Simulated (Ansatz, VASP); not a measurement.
Two plane-wave programs on N

File INCAR:

```
SYSTEM = N
PREC = Accurate ; ENCUT = 520
EDIFF = 1E-6 ; ISMEAR = 0
SIGMA = 0.05 ; LREAL = .FALSE.
LASPH = .TRUE. ; NELM = 60
ALGO = Normal ; ISIF = 2
LWAVE = .FALSE. ; LCHARG = .FALSE.
GGA = CA ; NBANDS = 8
```

KPOINTS

```
Automatic mesh
0
G
  12 12 12
  0 0 0
```

POSCAR

```
N
1.0
    2.1974170000      0.0000000000      0.0000000000
    1.0987085000      1.9030189447      0.0000000000
    1.0987085000      0.6343396482      1.7941834674
N
1
Direct
    0.0000000000      0.0000000000      0.0000000000
```

Input for Ansatz:

```yaml
crystal:
  lattice:
    - [2.197417, 0.0, 0.0]
    - [1.0987085000000003, 1.9030189447077899, 0.0]
    - [1.0987085000000003, 0.63433964823593, 1.7941834673724608]
  atoms:
    - { symbol: "N", position: [0.0, 0.0, 0.0] }
kpoints:
  mp_grid:
    grid: [12, 12, 12]
hamiltonian:
  xc: lda
  pseudopotentials:
    kind: paw
scf:
  convergence:
    dr2_threshold: 1.0e-08
  occupations:
    method: gaussian
    width: 0.05
output:
  forces: true
  stress: true
  eigenvalues: true
```

Alike in both runs: task single point; functional LDA; k mesh 12 × 12 × 12; occupations gaussian, width 0.05 eV; no spin polarisation.

|  | VASP | Ansatz |
| --- | --- | --- |
| version | VASP 6.6.1 | Ansatz 0.2.0 |
| potentials or method | VASP PAW LDA potentials, release 64 (N) | plane waves, PAW |
| plane-wave cutoff (eV) | 520 | 420 |
| valence electrons in the cell | 5 | 5 |

|  | VASP | Ansatz | Ansatz less VASP |
| --- | --- | --- | --- |
| gap on the k mesh at the Fermi level (eV) | none | none | - |
| pressure (GPa) | -11.5 | -11.6 | -0.13 |

LDA's correlation is that of Perdew and Zunger in VASP and of Perdew and Wang (1992) in Ansatz. A gap of «none» marks a metal or a gap that the smearing closes. Ansatz's warnings: stress scf threshold loose.
